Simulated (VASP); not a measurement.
Runs of VASP 6.6.1 on CaS (Oldhamite). The structure is that of space group Fm-3m (No. 225), or close to it. The cells are those of the table. 

| cell | k mesh | smearing | gap on the mesh (eV) | pressure (GPa) |
| --- | --- | --- | --- | --- |
| a = 3.987 Å, angles 60.0°, 2 atoms | 8 × 8 × 8 | gaussian 0.02 eV | 2.73 | 2.3 |
| a = 4.067 Å, angles 60.0°, 2 atoms | 8 × 8 × 8 | gaussian 0.02 eV | 2.87 | (c) |
| a = 4.107 Å, angles 60.0°, 2 atoms | 8 × 8 × 8 | gaussian 0.02 eV | (a) | -2.9 |
| a = 4.021 Å, angles 60.0°, 2 atoms | 6 × 6 × 6 | gaussian 0.1 eV | 2.79 | 0.6 |
| a = 4.028 Å, angles 60.0°, 2 atoms | 8 × 8 × 8 | gaussian 0.02 eV | 2.80 | 0.3 |
| a = 3.945 Å, angles 60.0°, 2 atoms | 8 × 8 × 8 | gaussian 0.02 eV | (b) | 4.7 |

Alike in all rows: task single point; level r2SCAN; potentials or basis VASP PAW PBE potentials, release 64 (Ca_sv, S); no spin polarisation; cutoff (eV) 550.

Question: Fill in the values left out.

Answer: (a) 2.93; (b) 2.65; (c) -1.4.

Caveats: the PAW data sets were made with another functional, which shifts forces and pressure a little.

A k mesh can miss the band edges.
